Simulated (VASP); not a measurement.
AgCl:

```
CELL_PARAMETERS angstrom
0.00000 2.77317 2.77317
2.77317 0.00000 2.77317
2.77317 2.77317 0.00000
ATOMIC_POSITIONS crystal
Ag 0.00000 0.00000 0.00000
Cl 0.50000 0.50000 0.50000
```

Base run:

* Program: VASP 6.6.1
* Functional: r2SCAN
* Potentials or basis: VASP PAW PBE potentials, release 64 (Ag, Cl)
* Cutoff: 520 eV
* k mesh: 6 × 6 × 6
* Occupations: gaussian, width 0.01 eV
* Spin: no spin polarisation

Its results: band gap on the k mesh 1.42 eV (least direct gap 3.80 eV); electronic dielectric tensor (diagonal) 4.48.

Problem. The run is repeated on the same cell with these changes: functional from r2SCAN to PBE. What comes out?

Solution. Band gap on the k mesh 0.91 eV (least direct gap 3.23 eV); electronic dielectric tensor (diagonal) 5.10.

A k mesh can miss the band edges.
